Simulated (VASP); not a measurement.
# TaN (I4/mmm) in VASP: further runs

TaN is run at these levels: PBE; tasks: single point.

Program: VASP 6.6.1. These are calculated values, not measurements. Logs are shortened: lines on timing, memory, paths and dates and some standing lists are left out, and cuts for length are marked.

### Step 1. The cell of the first run

It takes space group I4/mmm (No. 139, tetragonal). The conventional cell has a = 3.459 Å, b = 3.459 Å, c = 3.459 Å, α = 90.00°, β = 90.00°, γ = 90.00°. Within 2.3 Å of Ta (site symmetry 4/mmm) lie 2 N at 1.73 Å. Within 2.3 Å of N (site symmetry 4/mmm) lie 2 Ta at 1.73 Å.

### Step 2. Single point, PBE

Contents of INCAR:

```
SYSTEM = TaN
PREC = Accurate
ENCUT = 600
EDIFF = 1E-6
ISMEAR = 0
SIGMA = 0.15
LREAL = .FALSE.
LASPH = .TRUE.
NELM = 120
ALGO = Normal
ISIF = 2
LWAVE = .FALSE.
LCHARG = .FALSE.
GGA = PE
NBANDS = 15
GGA_COMPAT = .FALSE.
```

Contents of KPOINTS:

```
Automatic mesh
0
G
  20 20 20
  0 0 0
```

Contents of POSCAR:

```
TaN
1.0
    0.0000000000      2.4459679325      1.7292993283
    2.4459679325      0.0000000000      1.7292993283
    2.4459679325      2.4459679325      0.0000000000
Ta N
1 1
Direct
    0.5000000000      0.5000000000      0.5000000000
    0.0000000000      0.0000000000      0.0000000000
```

Potentials or basis: VASP PAW PBE potentials, release 64 (Ta_pv, N).

Launch:

```bash
> cat potpaw_PBE.64/Ta_pv/POTCAR potpaw_PBE.64/N/POTCAR > POTCAR
> mpirun -np 1 vasp_std > vasp.out
```

OUTCAR:

```text
SYSTEM = TaN
   PREC = Accurate
   ENCUT = 600
   EDIFF = 1E-6
   ISMEAR = 0
   LREAL = .FALSE.
   LASPH = .TRUE.
   NELM = 120
   ISIF = 2
   GGA = PE

 ion  position               nearest neighbor table
   1  0.500  0.500  0.500-   2 1.73   2 1.73   2 2.45   2 2.45   2 2.45   2 2.45
   2  0.000  0.000  0.000-   1 1.73   1 1.73   1 2.45   1 2.45   1 2.45   1 2.45

  LATTYP: Found a body centered tetragonal cell.
 ALAT       =     3.4591210233
 C/A-ratio  =     0.9998489886

  Lattice vectors:

 A1 = (   0.0000000000,  -2.4459679325,  -1.7292993283)
 A2 = (   0.0000000000,   2.4459679325,  -1.7292993283)
 A3 = (   2.4459679325,   0.0000000000,   1.7292993283)

Analysis of symmetry for initial positions (statically):
=====================================================================
 Subroutine PRICEL returns:
 Original cell was already a primitive cell.

 Routine SETGRP: Setting up the symmetry group for a
 body centered tetragonal supercell.

 Subroutine GETGRP returns: Found 16 space group operations
 (whereof 16 operations were pure point group operations)
 out of a pool of 16 trial point group operations.

The static configuration has the point symmetry D_4h.

Analysis of symmetry for dynamics (positions and initial velocities):
=====================================================================
 Subroutine PRICEL returns:
 Original cell was already a primitive cell.

 Routine SETGRP: Setting up the symmetry group for a
 body centered tetragonal supercell.

 Subroutine GETGRP returns: Found 16 space group operations
 (whereof 16 operations were pure point group operations)
 out of a pool of 16 trial point group operations.

The dynamic configuration has the point symmetry D_4h.

 Subroutine INISYM returns: Found 16 space group operations
 (whereof 16 operations are pure point group operations),
 and found     1 'primitive' translations

----------------------------------------------------------------------------------------

                                     Primitive cell

  volume of cell :      20.6920

  direct lattice vectors                    reciprocal lattice vectors
     0.000000000  2.445967932  1.729299328    -0.204418052  0.204418052  0.289134444
     2.445967932  0.000000000  1.729299328     0.204418052 -0.204418052  0.289134444
     2.445967932  2.445967932  0.000000000     0.204418052  0.204418052 -0.289134444

  length of vectors
     2.995535894  2.995535894  3.459121023     0.408866979  0.408866979  0.408866979

  position of ions in fractional coordinates (direct lattice)
     0.500000000  0.500000000  0.500000000
     0.000000000  0.000000000  0.000000000

  ion indices of the primitive-cell ions
   primitive index   ion index
                 1           1
                 2           2

----------------------------------------------------------------------------------------

 KPOINTS: Automatic mesh

Automatic generation of k-mesh.
 Grid dimensions read from file:
 generate k-points for:   20   20   20

 Generating k-lattice:

  Cartesian coordinates                     Fractional coordinates (reciprocal lattice)
    -0.010220903  0.010220903  0.014456722     0.050000000  0.000000000  0.000000000
     0.010220903 -0.010220903  0.014456722     0.000000000  0.050000000  0.000000000
     0.010220903  0.010220903 -0.014456722     0.000000000  0.000000000  0.050000000

  Length of vectors
     0.020443349  0.020443349  0.020443349

  Shift w.r.t. Gamma in fractional coordinates (k-lattice)
     0.000000000  0.000000000  0.000000000

 Subroutine IBZKPT returns following result:
 ===========================================

 Found    641 irreducible k-points:

 Following reciprocal coordinates:
            Coordinates               Weight
  0.000000  0.000000  0.000000      1.000000
  0.050000 -0.000000  0.000000      8.000000
  0.100000  0.000000  0.000000      8.000000
  0.150000  0.000000  0.000000      8.000000
  0.200000  0.000000  0.000000      8.000000
  0.250000  0.000000  0.000000      8.000000
[... 16 lines left out ...]
 -0.400000  0.050000  0.000000      8.000000
 -0.350000  0.050000  0.000000      8.000000
 [... further k-points ...]
   k-points           NKPTS =    641   k-points in BZ     NKDIM =    641   number of bands    NBANDS=     15
   number of dos      NEDOS =    301   number of ions     NIONS =      2
   total plane-waves  NPLWV =  16128
   dimension x,y,z NGX =    24 NGY =   24 NGZ =   28
   dimension x,y,z NGXF=    48 NGYF=   48 NGZF=   56
   ions per type =               1   1
   NGX,Y,Z   is equivalent  to a cutoff of  13.32, 13.32, 13.46 a.u.
   NGXF,Y,Z  is equivalent  to a cutoff of  26.64, 26.64, 26.91 a.u.
 SYSTEM =  TaN
   PREC   = accura    normal or accurate (medium, high low for compatibility)
   ISTART =      0    job   : 0-new  1-cont  2-samecut
   ICHARG =      2    charge: 1-file 2-atom 10-const
   ISPIN  =      1    spin polarized calculation?
   LNONCOLLINEAR =      F non collinear calculations
   LSORBIT =      F    spin-orbit coupling
   LASPH  =      T    aspherical Exc in radial PAW
   ENCUT  =  600.0 eV  44.10 Ry    6.64 a.u.   5.98  5.98  6.91*2*pi/ulx,y,z
   NELM   =    120;   NELMIN=  2; NELMDL= -5     # of ELM steps
   EDIFF  = 0.1E-05   stopping-criterion for ELM
   LREAL  =      F    real-space projection
   EDIFFG = 0.1E-04   stopping-criterion for IOM
   NSW    =      0    number of steps for IOM
   IBRION =     -1    ionic relax: 0-MD 1-quasi-New 2-CG
   NFREE  =      0    steps in history (QN), initial steepest desc. (CG)
   ISIF   =      2    stress and relaxation
   ISYM   =      2    0-nonsym 1-usesym 2-fastsym
   POTIM  = 0.5000    time-step for ionic-motion
   TEBEG  =    0.0;   TEEND  =   0.0 temperature during run
   PSTRESS=    0.0 pullay stress
   NELECT =      16.0000    total number of electrons
   NUPDOWN=      -1.0000    fix difference up-down
   EMIN   =  10.00;   EMAX   =-10.00  energy-range for DOS
   EFERMI =   0.00;   METHOD = LEGACY
   ISMEAR =     0;   SIGMA  =   0.15  broadening in eV -4-tet -1-fermi 0-gaus
   EFERMI_NEDOS =   21; number of points for ismear=-14 and -15
   IALGO  =     38    algorithm
   IMIX   =      4    mixing-type and parameters
     AMIX     =   0.40;   BMIX     =  1.00
     AMIX_MAG =   1.60;   BMIX_MAG =  1.00
  volume/ion in A,a.u.               =      10.35        69.82
  Fermi-wavevector in a.u.,A,eV,Ry     =   1.502615  2.839530 30.719922  2.257851
  Thomas-Fermi vector in A             =   2.613832
   LORBIT       =      0    0 simple, 1 ext, 2 COOP (PROOUT), +10 PAW based schemes
   GGA     = PE    functional components
   LHFCALC =     F    Hartree Fock is set to
   AEXX    =    0.0000 exact exchange contribution
   IVDW    =     0    specifies the selected vdW correction
   LEPSILON=     F    determine dielectric tensor
   LRPA    =     F    only Hartree local field effects (RPA)
 non-spin polarized calculation
 Gauss-broadening in eV      SIGMA  =   0.15
  energy-cutoff  :      600.00
  volume of cell :       20.69
 maximum number of plane-waves:       706
   NGX = 11   NGY = 11   NGZ = 13

 number of electron      16.0000001 magnetization

 Free energy of the ion-electron system (eV)
  ---------------------------------------------------
  ext. energy  EPLUGINS =         0.00000000
  ---------------------------------------------------
  free energy    TOTEN  =       -16.75555952 eV

  energy without entropy =      -16.74298510  energy(sigma->0) =      -16.74927231

 E-fermi :   9.4519     XC(G=0): -13.3946

 val. band max:        9.4472202587   @ k =  -0.2000   0.1500   0.0000
 cond. band min:       9.4565555954   @ k =  -0.2000   0.3500   0.1500
 fundamental gap:      0.0093353367
 Fermi energy:         9.4518949483

 k-point     1 :       0.0000    0.0000    0.0000
  band No.  band energies     occupation
      1     -26.2462      2.00000
      2     -25.4409      2.00000
      3     -25.4409      2.00000
      4      -9.7645      2.00000
      5       5.0763      2.00000
      6       5.0763      2.00000
      7       5.2690      2.00000
      8       7.2550      2.00000
      9       7.2550      2.00000
     10       7.5009      2.00000
     11       8.9522      2.00000
     12      10.8732      0.00000
     13      20.8782      0.00000
     14      21.7768      0.00000
     15      22.9311      0.00000

 k-point     2 :       0.0500   -0.0000    0.0000
  band No.  band energies     occupation
      1     -26.2633      2.00000
      2     -25.4526      2.00000
      3     -25.4479      2.00000
      4      -9.6768      2.00000
      5       4.3837      2.00000
      6       4.7311      2.00000
      7       5.7189      2.00000
      8       7.4706      2.00000
      9       7.5604      2.00000
     10       7.8002      2.00000
     11       8.8060      2.00000
     12      10.8221      0.00000
     13      21.0449      0.00000
     14      21.9784      0.00000
     15      22.9312      0.00000

 k-point     3 :       0.1000    0.0000    0.0000
  band No.  band energies     occupation
      1     -26.3150      2.00000
      2     -25.4832      2.00000
      3     -25.4683      2.00000
      4      -9.4184      2.00000
      5       3.5375      2.00000
      6       4.0576      2.00000
      7       5.9122      2.00000
      8       7.7823      2.00000
      9       8.3015      2.00000
     10       8.5132      2.00000
     11       8.6659      2.00000
     12      10.6900      0.00000
     13      21.4551      0.00000
     14      22.5136      0.00000
     15      22.9316      0.00000

 k-point     4 :       0.1500    0.0000    0.0000
  band No.  band energies     occupation
      1     -26.4009      2.00000
      2     -25.5227      2.00000
      3     -25.4999      2.00000
      4      -9.0028      2.00000
      5       2.7103      2.00000
      6       3.3553      2.00000
      7       5.7150      2.00000
      8       8.2501      2.00000
      9       8.2548      2.00000
     10       9.3612      1.60763
     11       9.7229      0.01060
     12      10.5262      0.00000
     13      21.7628      0.00000
     14      22.9258      0.00000
     15      23.2608      0.00000
[... 307 lines left out ...]
 k-point    22 :      -0.4500    0.0500    0.0000
  band No.  band energies     occupation
      1     -27.0461      2.00000
      2     -25.7240      2.00000
      3     -25.6684      2.00000
      4      -5.3084      2.00000
      5      -0.6180      2.00000
      6       0.9593      2.00000
      7       1.2521      2.00000
      8      10.1291      0.00000
      9      12.7273      0.00000
     10      13.3611      0.00000
     11      15.0183      0.00000
     12      15.2701      0.00000
     13      16.0105      0.00000
     14      20.9860      0.00000
     15      22.9340      0.00000

 k-point    23 :      -0.4000    0.0500    0.0000
  band No.  band energies     occupation
      1     -26.9738      2.00000
      2     -25.7050      2.00000
      3     -25.6679      2.00000
      4      -6.0274      2.00000
      5      -0.3010      2.00000
      6       1.1412      2.00000
      7       2.1042      2.00000
      8      10.3397      0.00000
      9      11.7944      0.00000
     10      12.6367      0.00000
     11      14.3276      0.00000
     12      14.5616      0.00000
     13      16.8340      0.00000
     14      22.1304      0.00000
     15      22.9329      0.00000

 k-point    24 :      -0.3500    0.0500    0.0000
  band No.  band energies     occupation
      1     -26.8680      2.00000
      2     -25.6748      2.00000
      3     -25.6629      2.00000
      4      -6.7867      2.00000
      5       0.0953      2.00000
      6       1.4266      2.00000
      7       3.1099      2.00000
      8      10.4057      0.00000
      9      10.9385      0.00000
     10      11.6360      0.00000
     11      13.3998      0.00000
     12      13.7534      0.00000
     13      17.8089      0.00000
     14      22.9317      0.00000
     15      23.5977      0.00000

 [... further k-points ...]

------------------------ aborting loop because EDIFF is reached ----------------------------------------

  FORCE on cell =-STRESS in cart. coord.  units (eV):
  Direction    XX          YY          ZZ          XY          YZ          ZX
  --------------------------------------------------------------------------------------
  -------------------------------------------------------------------------------------
  Total        0.3832748      0.3832748     53.4205282      0.0000000     -0.0000000     -0.0000000
  in kB       29.6769396     29.6769396   4136.3480360      0.0000000     -0.0000000     -0.0000000
  external PRESSURE =    1398.5673050 kB  Pullay stress =       0.0000000 kB

 VOLUME and BASIS-vectors are now :
 -----------------------------------------------------------------------------
  energy-cutoff  :      600.00
  volume of cell :       20.69
      direct lattice vectors                 reciprocal lattice vectors
     0.000000000  2.445967932  1.729299328    -0.204418052  0.204418052  0.289134444
     2.445967932  0.000000000  1.729299328     0.204418052 -0.204418052  0.289134444
     2.445967932  2.445967932  0.000000000     0.204418052  0.204418052 -0.289134444

 POSITION                                       TOTAL-FORCE (eV/Angst)
 -----------------------------------------------------------------------------------
      2.44597      2.44597      1.72930         0.000000      0.000000      0.000000
      0.00000      0.00000      0.00000        -0.000000      0.000000      0.000000
 -----------------------------------------------------------------------------------
    total drift:                                0.000000     -0.000000      0.000000

  FREE ENERGIE OF THE ION-ELECTRON SYSTEM (eV)
  ---------------------------------------------------
  free  energy   TOTEN  =       -16.7555595207 eV

  energy  without entropy=      -16.7429851001  energy(sigma->0) =      -16.74927231
```

Wall time 2.6 min (1 thread of Intel Xeon Platinum 8259CL at 2.50GHz (Skylake/Cascade Lake), shared host); peak memory 0.35 GiB.

Results:

```yaml
Free_energy: -16.7556 eV
Pressure: 139.9 GPa
Band_gap_on_the_k_mesh: zero (band 8 reaches 11.18 eV, above the bottom of band 9 at 7.25 eV)
```

Caveat: spin-orbit coupling is left out, which moves the levels of the heavy elements.

### Step 3. Single point, PBE

This run uses another cell than the first one, of the same volume but with other edges.

INCAR is that of step 2.

Contents of KPOINTS:

```
regular mesh
0
G
  20 20 20
  0 0 0
```

Contents of POSCAR:

```
TaN
1.0
    0.0000000000      1.9413660345      2.7450915729
    1.9413660345      0.0000000000      2.7450915729
    1.9413660345      1.9413660345      0.0000000000
Ta N
1 1
Direct
    0.5000000000      0.5000000000      0.5000000000
    0.0000000000      0.0000000000      0.0000000000
```

Potentials or basis: VASP PAW PBE potentials, release 64 (Ta_pv, N).

Launch:

```bash
> cat potpaw_PBE.64/Ta_pv/POTCAR potpaw_PBE.64/N/POTCAR > POTCAR
> mpirun -np 1 vasp_std > vasp.out
```

Wall time 3.4 min (1 thread of Intel Xeon Platinum 8259CL at 2.50GHz (Skylake/Cascade Lake), shared host); peak memory 0.36 GiB.

The run converged. Its results:

| Quantity | Value |
| --- | --- |
| Free energy | -19.6218 eV |
| Pressure | 99.5 GPa |
| Band gap on the k mesh | zero (band 8 reaches 11.50 eV, above the bottom of band 9 at 6.27 eV) |

Stress tensor (GPa, compression positive):
```
148.35   0.00   0.00
  0.00 148.35   0.00
  0.00   0.00   1.85
```

Levels at points of the mesh, in eV from the Fermi level:
```
           k point  band 4  band 5  band 6  band 7  band 8  band 9  band 10  band 11  band 12  band 13
(0.00, 0.00, 0.00)  -19.22   -4.64   -4.49   -4.41   -3.10   -3.10     0.45     0.45     2.69     7.39
(0.50, 0.00, 0.00)  -14.85  -10.65   -8.46   -8.43    2.12    2.84     3.17     3.91     4.81    12.97
(0.50, 0.50, 0.00)  -18.58   -7.68   -5.43   -3.32   -3.32    3.08     3.56     3.56     4.20     7.33
(0.50, 0.00, 0.50)  -18.41   -4.86   -4.77   -4.67   -3.83    0.54     1.01     7.03     7.85     9.56
```

Caveat: spin-orbit coupling is left out, which moves the levels of the heavy elements.

(Part 1 of 2 ends here.)
